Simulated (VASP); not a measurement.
# PbSe (Fm-3m) in VASP: further runs, part 2 of 3

VASP 6.6.1.

## Step 3: Electric field gradients, PBEsol (volume scaled by 1.04)

Input file INCAR:

```
SYSTEM = PbSe
  PREC = Accurate
  ENCUT = 520
  EDIFF = 1E-8
  ISMEAR = -1
  SIGMA = 0.02
  LREAL = .FALSE.
  LASPH = .TRUE.
  NELM = 80
  ALGO = Normal
  ISIF = 2
  LWAVE = .FALSE.
  LCHARG = .FALSE.
  GGA = PS
  LEFG = .TRUE.
  NBANDS = 17
```

Input file KPOINTS:

```
regular mesh
0
G
  7 7 7
  0 0 0
```

Input file POSCAR:

```
PbSe
1.0
    0.0000000000      3.1024460684      3.1024460684
    3.1024460684      0.0000000000      3.1024460684
    3.1024460684      3.1024460684      0.0000000000
Pb Se
1 1
Direct
    0.0000000000      0.0000000000      0.0000000000
    0.5000000000      0.5000000000      0.5000000000
```

Potentials or basis: VASP PAW PBE potentials, release 64 (Pb_d, Se).

On the command line:

```console
$ cat potpaw_PBE.64/Pb_d/POTCAR potpaw_PBE.64/Se/POTCAR > POTCAR
$ mpirun -np 1 vasp_std > vasp.out
```

OUTCAR:

```text
SYSTEM = PbSe
   PREC = Accurate
   ENCUT = 520
   EDIFF = 1E-8
   ISMEAR = -1
   LREAL = .FALSE.
   LASPH = .TRUE.
   NELM = 80
   ISIF = 2
   GGA = PS

 ion  position               nearest neighbor table
   1  0.000  0.000  0.000-   2 3.10   2 3.10   2 3.10   2 3.10   2 3.10   2 3.10
   2  0.500  0.500  0.500-   1 3.10   1 3.10   1 3.10   1 3.10   1 3.10   1 3.10

  LATTYP: Found a face centered cubic cell.
 ALAT       =     6.2048921368

  Lattice vectors:

 A1 = (   0.0000000000,   3.1024460684,   3.1024460684)
 A2 = (   3.1024460684,   0.0000000000,   3.1024460684)
 A3 = (   3.1024460684,   3.1024460684,   0.0000000000)

Analysis of symmetry for initial positions (statically):
=====================================================================
 Subroutine PRICEL returns:
 Original cell was already a primitive cell.

 Routine SETGRP: Setting up the symmetry group for a
 face centered cubic supercell.

 Subroutine GETGRP returns: Found 48 space group operations
 (whereof 48 operations were pure point group operations)
 out of a pool of 48 trial point group operations.

The static configuration has the point symmetry O_h .

Analysis of symmetry for dynamics (positions and initial velocities):
=====================================================================
 Subroutine PRICEL returns:
 Original cell was already a primitive cell.

 Routine SETGRP: Setting up the symmetry group for a
 face centered cubic supercell.

 Subroutine GETGRP returns: Found 48 space group operations
 (whereof 48 operations were pure point group operations)
 out of a pool of 48 trial point group operations.

The dynamic configuration has the point symmetry O_h .

 Subroutine INISYM returns: Found 48 space group operations
 (whereof 48 operations are pure point group operations),
 and found     1 'primitive' translations

----------------------------------------------------------------------------------------

                                     Primitive cell

  volume of cell :      59.7232

  direct lattice vectors                    reciprocal lattice vectors
     0.000000000  3.102446068  3.102446068    -0.161163156  0.161163156  0.161163156
     3.102446068  0.000000000  3.102446068     0.161163156 -0.161163156  0.161163156
     3.102446068  3.102446068  0.000000000     0.161163156  0.161163156 -0.161163156

  length of vectors
     4.387521306  4.387521306  4.387521306     0.279142775  0.279142775  0.279142775

  position of ions in fractional coordinates (direct lattice)
     0.000000000  0.000000000  0.000000000
     0.500000000  0.500000000  0.500000000

  ion indices of the primitive-cell ions
   primitive index   ion index
                 1           1
                 2           2

----------------------------------------------------------------------------------------

 KPOINTS: regular mesh

Automatic generation of k-mesh.
 Grid dimensions read from file:
 generate k-points for:    7    7    7

 Generating k-lattice:

[... 64 lines left out ...]
   POTIM  = 0.5000    time-step for ionic-motion
   TEBEG  =    0.0;   TEEND  =   0.0 temperature during run
   PSTRESS=    0.0 pullay stress
   NELECT =      20.0000    total number of electrons
   NUPDOWN=      -1.0000    fix difference up-down
   EMIN   =  10.00;   EMAX   =-10.00  energy-range for DOS
   EFERMI =   0.00;   METHOD = LEGACY
   ISMEAR =    -1;   SIGMA  =   0.02  broadening in eV -4-tet -1-fermi 0-gaus
   EFERMI_NEDOS =   21; number of points for ismear=-14 and -15
   IALGO  =     38    algorithm
   IMIX   =      4    mixing-type and parameters
     AMIX     =   0.40;   BMIX     =  1.00
     AMIX_MAG =   1.60;   BMIX_MAG =  1.00
  volume/ion in A,a.u.               =      29.86       201.52
  Fermi-wavevector in a.u.,A,eV,Ry     =   1.136852  2.148339 17.584611  1.292432
  Thomas-Fermi vector in A             =   2.273557
   LORBIT       =      0    0 simple, 1 ext, 2 COOP (PROOUT), +10 PAW based schemes
   GGA     = PS    functional components
   LHFCALC =     F    Hartree Fock is set to
   AEXX    =    0.0000 exact exchange contribution
   IVDW    =     0    specifies the selected vdW correction
   LEPSILON=     F    determine dielectric tensor
   LRPA    =     F    only Hartree local field effects (RPA)
 non-spin polarized calculation
  energy-cutoff  :      520.00
  volume of cell :       59.72
 maximum number of plane-waves:      1639
 NGX is ok and might be reduce to    36
   NGX = 17   NGY = 17   NGZ = 17

 number of electron      20.0000002 magnetization

 Free energy of the ion-electron system (eV)
  ---------------------------------------------------
  ext. energy  EPLUGINS =         0.00000000
  ---------------------------------------------------
  free energy    TOTEN  =        -8.89711633 eV

  energy without entropy =       -8.89711633  energy(sigma->0) =       -8.89711633

 E-fermi :   4.6047     XC(G=0):  -9.5347

 val. band max:        4.1600849012   @ k =   0.4286   0.0000   0.0000
 cond. band min:       5.0160193297   @ k =   0.4286   0.0000   0.0000
 fundamental gap:      0.8559344285
 Fermi energy:         4.6047224023

 k-point     1 :       0.0000    0.0000    0.0000
  band No.  band energies     occupation
      1     -12.2664      2.00000
      2     -12.2664      2.00000
      3     -12.2664      2.00000
      4     -12.2629      2.00000
      5     -12.2629      2.00000
      6      -8.8543      2.00000
[... 377 lines left out ...]
      4     -12.2493      2.00000
      5     -12.2297      2.00000
      6      -7.5536      2.00000
[... 9 lines left out ...]
     16      15.9067      0.00000
     17      16.2560      0.00000

------------------------ aborting loop because EDIFF is reached ----------------------------------------

  FORCE on cell =-STRESS in cart. coord.  units (eV):
  Direction    XX          YY          ZZ          XY          YZ          ZX
  --------------------------------------------------------------------------------------
  -------------------------------------------------------------------------------------
  Total       -0.9115607     -0.9115607     -0.9115607     -0.0000000     -0.0000000     -0.0000000
  in kB      -24.4542002    -24.4542002    -24.4542002     -0.0000000     -0.0000000     -0.0000000
  external PRESSURE =     -24.4542002 kB  Pullay stress =       0.0000000 kB

 VOLUME and BASIS-vectors are now :
 -----------------------------------------------------------------------------
  energy-cutoff  :      520.00
  volume of cell :       59.72
      direct lattice vectors                 reciprocal lattice vectors
     0.000000000  3.102446068  3.102446068    -0.161163156  0.161163156  0.161163156
     3.102446068  0.000000000  3.102446068     0.161163156 -0.161163156  0.161163156
     3.102446068  3.102446068  0.000000000     0.161163156  0.161163156 -0.161163156

 POSITION                                       TOTAL-FORCE (eV/Angst)
 -----------------------------------------------------------------------------------
      0.00000      0.00000      0.00000        -0.000000      0.000000      0.000000
      3.10245      3.10245      3.10245         0.000000      0.000000     -0.000000
 -----------------------------------------------------------------------------------
    total drift:                               -0.000000      0.000000      0.000000

  FREE ENERGIE OF THE ION-ELECTRON SYSTEM (eV)
  ---------------------------------------------------
  free  energy   TOTEN  =        -8.8971163283 eV

  energy  without entropy=       -8.8971163282  energy(sigma->0) =       -8.89711633

 Electric field gradients (V/A^2)
---------------------------------------------------------------------
 ion       V_xx      V_yy      V_zz      V_xy      V_xz      V_yz
---------------------------------------------------------------------
   1       0.000    -0.000    -0.000     0.000     0.000     0.000
   2      -0.000    -0.000     0.000     0.000     0.000     0.000
---------------------------------------------------------------------

 Electric field gradients after diagonalization (V/A^2)
 (convention: |V_zz| > |V_xx| > |V_yy|)
----------------------------------------------------------------------
 ion       V_xx      V_yy      V_zz     asymmetry (V_yy - V_xx)/ V_zz
----------------------------------------------------------------------
   1      -0.000    -0.000     0.001       0.000
   2      -0.000    -0.000     0.001       0.000
----------------------------------------------------------------------

           NMR quadrupolar parameters

 Cq : quadrupolar parameter    Cq=e*Q*V_zz/h
 eta: asymmetry parameters     (V_yy - V_xx)/ V_zz
 Q  : nuclear electric quadrupole moment in mb (millibarn)
----------------------------------------------------------------------
 ion       Cq(MHz)       eta       Q (mb)
----------------------------------------------------------------------
   1       0.000       0.000       1.000
   2       0.000       0.000       1.000
----------------------------------------------------------------------
```

OSZICAR:

```text
N       E                     dE             d eps       ncg     rms          rms(c)
DAV:   1     0.156832670694E+03    0.15683E+03   -0.96253E+03   680   0.121E+03
DAV:   2     0.248494959616E+01   -0.15435E+03   -0.14929E+03   706   0.309E+02
DAV:   3    -0.892575952002E+01   -0.11411E+02   -0.11336E+02   912   0.881E+01
DAV:   4    -0.917913182632E+01   -0.25337E+00   -0.25312E+00   830   0.149E+01
DAV:   5    -0.918831327422E+01   -0.91814E-02   -0.91810E-02   977   0.272E+00    0.259E+00
DAV:   6    -0.890306986607E+01    0.28524E+00   -0.72391E-01  1024   0.585E+00    0.141E+00
DAV:   7    -0.889682291574E+01    0.62470E-02   -0.11032E-01   821   0.161E+00    0.785E-01
DAV:   8    -0.889763931856E+01   -0.81640E-03   -0.12619E-02   798   0.114E+00    0.171E-01
DAV:   9    -0.889707948700E+01    0.55983E-03   -0.31591E-03  1023   0.473E-01    0.528E-02
DAV:  10    -0.889711619394E+01   -0.36707E-04   -0.18491E-04   779   0.759E-02    0.195E-02
DAV:  11    -0.889711642766E+01   -0.23372E-06   -0.22643E-05   937   0.454E-02    0.359E-03
DAV:  12    -0.889711633708E+01    0.90573E-07   -0.15542E-06   925   0.141E-02    0.713E-04
DAV:  13    -0.889711632826E+01    0.88212E-08   -0.67675E-08   893   0.280E-03
   1 F= -.88971163E+01 E0= -.88971163E+01  d E =-.284129E-10
```

stdout:

```text
POSCAR found type information on POSCAR PbSe
 POSCAR found :  2 types and       2 ions
 scaLAPACK will be used
 -----------------------------------------------------------------------------
|                                                                             |
|                                                                             |
|     You enforced a specific xc type in the INCAR file but a different       |
|     I HOPE YOU KNOW WHAT YOU ARE DOING!                                     |
|                                                                             |
 -----------------------------------------------------------------------------

 LDA part: xc-table for (Slater+PW92), standard interpolation
 POSCAR, INCAR and KPOINTS ok, starting setup
 FFT: planning ... GRIDC
 FFT: planning ... GRID_SOFT
 FFT: planning ... GRID
 WAVECAR not read
 entering main loop
ion   1

ion   2
```

Run time: 14 s. Hardware: 1 thread of Intel Xeon 6975P-C (Granite Rapids), shared host; peak memory 0.21 GiB.

Results:

```
Free energy : -8.8971 eV
Pressure    : -2.4 GPa
```

Levels at points of the mesh, in eV from the Fermi level:
```csv
k point,band 8,band 9,band 10,band 11,band 12,band 13
"(0.00, 0.00, 0.00)",-1.88,-1.88,-1.88,4.40,4.40,4.40
```

Caveat: this odd mesh misses L, where the gap lies, so gap, dielectric constants and Born charges aren't listed; without QUAD_EFG the Cq values of the log hold for a quadrupole moment of 1 mb, not for the nuclei; the PAW data sets were made with another functional, which shifts forces and pressure a little; spin-orbit coupling is left out, which moves the levels of the heavy elements.

[end of part 2 of 3]
